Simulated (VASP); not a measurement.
# Ti2BO4 (Fd-3m) in VASP: single point with r2SCAN

Aim: the single point of Ti2BO4 with r2SCAN.

Program: VASP 6.6.1. These are calculated values, not measurements. Logs are shortened: lines on timing, memory, paths and dates and some standing lists are left out, and cuts for length are marked.

### 1 The cell of the first run

The structure is cubic, space group Fd-3m (No. 227). Conventional cell: a = 8.116 Å, b = 8.116 Å, c = 8.116 Å, α = 90.00°, β = 90.00°, γ = 90.00°. Ti (site symmetry -3m) has 6 O at 2.08 Å and 6 Ti at 2.87 Å within 2.9 Å. B (site symmetry -43m) has 4 O at 1.67 Å within 2.2 Å. O (site symmetry 3m) has 1 B at 1.67 Å and 3 Ti at 2.08 Å within 2.2 Å.

### 2 Single point, r2SCAN

POSCAR

```
Ti2BO4
1.0
    0.0000000000      4.0579918300      4.0579918300
    4.0579918300      0.0000000000      4.0579918300
    4.0579918300      4.0579918300      0.0000000000
Ti B O
4 2 8
Direct
    0.6250000000      0.6250000000      0.6250000000
    0.1250000000      0.6250000000      0.6250000000
    0.6250000000      0.6250000000      0.1250000000
    0.6250000000      0.1250000000      0.6250000000
    0.0000000000      0.0000000000      0.0000000000
    0.2500000000      0.2500000000      0.2500000000
    0.3689000000      0.3689000000      0.3689000000
    0.3567000000      0.8811000000      0.8811000000
    0.3689000000      0.3689000000      0.8933000000
    0.8811000000      0.3567000000      0.8811000000
    0.8933000000      0.3689000000      0.3689000000
    0.8811000000      0.8811000000      0.8811000000
    0.3689000000      0.8933000000      0.3689000000
    0.8811000000      0.8811000000      0.3567000000
```

INCAR.step1

```
SYSTEM = Ti2BO4
ALGO = Normal
EDIFF = 1E-4
ENCUT = 520
GGA = PE
ISMEAR = 1
LASPH = .TRUE.
LCHARG = .FALSE.
LREAL = .FALSE.
LWAVE = .TRUE.
NBANDS = 64
NELM = 80
PREC = Accurate
SIGMA = 0.0384
```

INCAR.step2

```
SYSTEM = Ti2BO4
ALGO = Normal
EDIFF = 1E-6
ENCUT = 520
ISIF = 2
ISMEAR = 1
ISTART = 1
LASPH = .TRUE.
LCHARG = .FALSE.
LMIXTAU = .TRUE.
LREAL = .FALSE.
LWAVE = .FALSE.
METAGGA = R2SCAN
NBANDS = 64
NELM = 80
PREC = Accurate
SIGMA = 0.0384
```

KPOINTS

```
k-points
0
G
  6 6 6
  0 0 0
```

Potentials or basis: VASP PAW PBE potentials, release 64 (Ti_sv, B, O).

Launch:

```console
> cat potpaw_PBE.64/Ti_sv/POTCAR potpaw_PBE.64/B/POTCAR potpaw_PBE.64/O/POTCAR > POTCAR
> cp INCAR.step1 INCAR
> mpirun -np 1 vasp_std > vasp.out
> cp INCAR.step2 INCAR
> mpirun -np 1 vasp_std > vasp.out
```

OUTCAR:

```text
SYSTEM = Ti2BO4
   EDIFF = 1E-6
   ENCUT = 520
   ISIF = 2
   ISMEAR = 1
   ISTART = 1
   LASPH = .TRUE.
   LREAL = .FALSE.
   METAGGA = R2SCAN
   NELM = 80
   PREC = Accurate

 ion  position               nearest neighbor table
   1  0.625  0.625  0.625-   8 2.08   9 2.08  10 2.08  11 2.08  13 2.08  14 2.08   2 2.87   3 2.87
                             4 2.87   3 2.87   4 2.87   2 2.87
   2  0.125  0.625  0.625-   9 2.08  10 2.08  13 2.08  14 2.08   7 2.08  12 2.08   1 2.87   3 2.87
                             4 2.87   1 2.87   3 2.87   4 2.87
   3  0.625  0.625  0.125-   8 2.08  10 2.08  11 2.08  13 2.08  12 2.08   7 2.08   1 2.87   1 2.87
                             2 2.87   4 2.87   4 2.87   2 2.87
   4  0.625  0.125  0.625-   8 2.08   9 2.08  11 2.08  14 2.08  12 2.08   7 2.08   1 2.87   3 2.87
                             1 2.87   2 2.87   3 2.87   2 2.87
   5  0.000  0.000  0.000-  12 1.67  10 1.67   8 1.67  14 1.67
   6  0.250  0.250  0.250-   7 1.67   9 1.67  11 1.67  13 1.67
   7  0.369  0.369  0.369-   6 1.67   3 2.08   4 2.08   2 2.08
   8  0.357  0.881  0.881-   5 1.67   4 2.08   3 2.08   1 2.08
   9  0.369  0.369  0.893-   6 1.67   4 2.08   2 2.08   1 2.08
  10  0.881  0.357  0.881-   5 1.67   3 2.08   2 2.08   1 2.08
  11  0.893  0.369  0.369-   6 1.67   4 2.08   3 2.08   1 2.08
  12  0.881  0.881  0.881-   5 1.67   3 2.08   4 2.08   2 2.08
  13  0.369  0.893  0.369-   6 1.67   3 2.08   2 2.08   1 2.08
  14  0.881  0.881  0.357-   5 1.67   4 2.08   2 2.08   1 2.08

  LATTYP: Found a face centered cubic cell.
 ALAT       =     8.1159836600

  Lattice vectors:

 A1 = (   0.0000000000,   4.0579918300,   4.0579918300)
 A2 = (   4.0579918300,   0.0000000000,   4.0579918300)
 A3 = (   4.0579918300,   4.0579918300,   0.0000000000)

Analysis of symmetry for initial positions (statically):
=====================================================================
 Subroutine PRICEL returns:
 Original cell was already a primitive cell.

 Routine SETGRP: Setting up the symmetry group for a
 face centered cubic supercell.

 Subroutine GETGRP returns: Found 48 space group operations
 (whereof 24 operations were pure point group operations)
 out of a pool of 48 trial point group operations.

The static configuration has the point symmetry T_d .
 The point group associated with its full space group is O_h .

Analysis of symmetry for dynamics (positions and initial velocities):
=====================================================================
 Subroutine PRICEL returns:
 Original cell was already a primitive cell.

 Routine SETGRP: Setting up the symmetry group for a
 face centered cubic supercell.

[... 139 lines left out ...]
     AMIX     =   0.40;   BMIX     =  1.00
     AMIX_MAG =   1.60;   BMIX_MAG =  1.00
  volume/ion in A,a.u.               =       9.55        64.42
  Fermi-wavevector in a.u.,A,eV,Ry     =   1.496076  2.827174 30.453159  2.238244
  Thomas-Fermi vector in A             =   2.608139
   LORBIT       =      0    0 simple, 1 ext, 2 COOP (PROOUT), +10 PAW based schemes
   METAGGA = R2SCAN    functional components
   LHFCALC =     F    Hartree Fock is set to
   AEXX    =    0.0000 exact exchange contribution
   IVDW    =     0    specifies the selected vdW correction
   LEPSILON=     F    determine dielectric tensor
   LRPA    =     F    only Hartree local field effects (RPA)
 non-spin polarized calculation
 Methfessel and Paxton  Order N= 1 SIGMA  =   0.04
  energy-cutoff  :      520.00
  volume of cell :      133.65
 maximum number of plane-waves:      3647
 NGX is ok and might be reduce to    48
   NGX = 21   NGY = 21   NGZ = 21

 number of electron     102.0000025 magnetization

 Free energy of the ion-electron system (eV)
  ---------------------------------------------------
  ext. energy  EPLUGINS =         0.00000000
  ---------------------------------------------------
  free energy    TOTEN  =      -150.19406230 eV

  energy without entropy =     -150.19394725  energy(sigma->0) =     -150.19402395

 E-fermi :   8.4910     XC(G=0): -12.5134

 val. band max:        8.4809563125   @ k =   0.1667   0.1667   0.0000
 cond. band min:       8.4984934790   @ k =   0.5000   0.1667   0.0000
 fundamental gap:      0.0175371665
 Fermi energy:         8.4909703984

 k-point     1 :       0.0000    0.0000    0.0000
  band No.  band energies     occupation
      1     -51.8763      2.00000
      2     -51.7686      2.00000
      3     -51.7686      2.00000
      4     -51.7686      2.00000
      5     -27.6763      2.00000
      6     -27.3538      2.00000
[... 1045 lines left out ...]
     62      10.8722      0.00000
     63      11.1595      0.00000
 [bands above 63 left out]

------------------------ aborting loop because EDIFF is reached ----------------------------------------

  FORCE on cell =-STRESS in cart. coord.  units (eV):
  Direction    XX          YY          ZZ          XY          YZ          ZX
  --------------------------------------------------------------------------------------
  -------------------------------------------------------------------------------------
  Total      -15.3801701    -15.3801701    -15.3801701      0.0000000      0.0000000      0.0000000
  in kB     -184.3776262   -184.3776262   -184.3776262      0.0000000      0.0000000      0.0000000
  external PRESSURE =    -184.3776262 kB  Pullay stress =       0.0000000 kB

 VOLUME and BASIS-vectors are now :
 -----------------------------------------------------------------------------
  energy-cutoff  :      520.00
  volume of cell :      133.65
      direct lattice vectors                 reciprocal lattice vectors
     0.000000000  4.057991830  4.057991830    -0.123213654  0.123213654  0.123213654
     4.057991830  0.000000000  4.057991830     0.123213654 -0.123213654  0.123213654
     4.057991830  4.057991830  0.000000000     0.123213654  0.123213654 -0.123213654

 POSITION                                       TOTAL-FORCE (eV/Angst)
 -----------------------------------------------------------------------------------
      5.07249      5.07249      5.07249         0.000000      0.000000      0.000000
      5.07249      3.04349      3.04349         0.000000      0.000000      0.000000
      3.04349      3.04349      5.07249         0.000000      0.000000      0.000000
      3.04349      5.07249      3.04349         0.000000      0.000000      0.000000
      0.00000      0.00000      0.00000         0.000000      0.000000      0.000000
      2.02900      2.02900      2.02900         0.000000      0.000000      0.000000
      2.99399      2.99399      2.99399        -1.969224     -1.969224     -1.969224
      7.15099      5.02298      5.02298         1.969224     -1.969224     -1.969224
      5.12200      5.12200      2.99399         1.969224      1.969224     -1.969224
      5.02298      7.15099      5.02298        -1.969224      1.969224     -1.969224
      2.99399      5.12200      5.12200        -1.969224      1.969224      1.969224
      7.15099      7.15099      7.15099         1.969224      1.969224      1.969224
      5.12200      2.99399      5.12200         1.969224     -1.969224      1.969224
      5.02298      5.02298      7.15099        -1.969224     -1.969224      1.969224
 -----------------------------------------------------------------------------------
    total drift:                               -0.000000     -0.000000      0.000000

  FREE ENERGIE OF THE ION-ELECTRON SYSTEM (eV)
  ---------------------------------------------------
  free  energy   TOTEN  =      -150.1940622974 eV

  energy  without entropy=     -150.1939472477  energy(sigma->0) =     -150.19402395
```

OUTCAR.step1:

```text
SYSTEM = Ti2BO4
   EDIFF = 1E-4
   ENCUT = 520
   GGA = PE
   ISMEAR = 1
[... 1321 lines left out ...]
      2.99399      5.12200      5.12200        -1.885047      1.885047      1.885047
      7.15099      7.15099      7.15099         1.885047      1.885047      1.885047
      5.12200      2.99399      5.12200         1.885047     -1.885047      1.885047
      5.02298      5.02298      7.15099        -1.885047     -1.885047      1.885047
 -----------------------------------------------------------------------------------
    total drift:                               -0.000000     -0.000000      0.000000

  FREE ENERGIE OF THE ION-ELECTRON SYSTEM (eV)
  ---------------------------------------------------
  free  energy   TOTEN  =      -117.5714888649 eV

  energy  without entropy=     -117.5718246121  energy(sigma->0) =     -117.57160078
```

Wall time 25 min (1 thread of AMD EPYC 7R43 (Zen 3), shared host); peak memory 0.38 GiB.

What came out:

```
Free energy            : -150.1941 eV
Pressure               : -18.4 GPa
Largest force          : 3.411 eV/Å
Band gap on the k mesh : zero (bands 51 and 52 overlap by 0.49 eV)
```

Forces on the atoms (eV/Å):
```
Ti   0.000  0.000  0.000
Ti   0.000  0.000  0.000
Ti   0.000  0.000  0.000
Ti   0.000  0.000  0.000
B    0.000  0.000  0.000
B    0.000  0.000  0.000
O   -1.969 -1.969 -1.969
O    1.969 -1.969 -1.969
O    1.969  1.969 -1.969
O   -1.969  1.969 -1.969
O   -1.969  1.969  1.969
O    1.969  1.969  1.969
O    1.969 -1.969  1.969
O   -1.969 -1.969  1.969
```

Levels at points of the mesh, in eV from the Fermi level:
| k point | band 47 | band 48 | band 49 | band 50 | band 51 | band 52 | band 53 | band 54 | band 55 | band 56 |
| --- | --- | --- | --- | --- | --- | --- | --- | --- | --- | --- |
| (0.00, 0.00, 0.00) | -4.39 | -4.39 | -2.79 | -1.01 | -1.01 | 0.14 | 0.14 | 0.14 | 2.17 | 2.17 |
| (0.50, 0.00, 0.00) | -4.63 | -4.63 | -1.49 | -0.16 | -0.16 | 0.01 | 0.55 | 0.76 | 0.76 | 1.03 |
| (0.50, 0.50, 0.00) | -4.98 | -4.98 | -1.04 | -1.04 | 0.41 | 0.41 | 0.93 | 0.93 | 1.24 | 1.24 |

Caveat: the cell stands under tension; the PAW data sets were made with another functional, which shifts forces and pressure a little; semilocal functionals often make such compounds metallic where correlation or magnetic order opens a gap, which also shifts bond lengths.
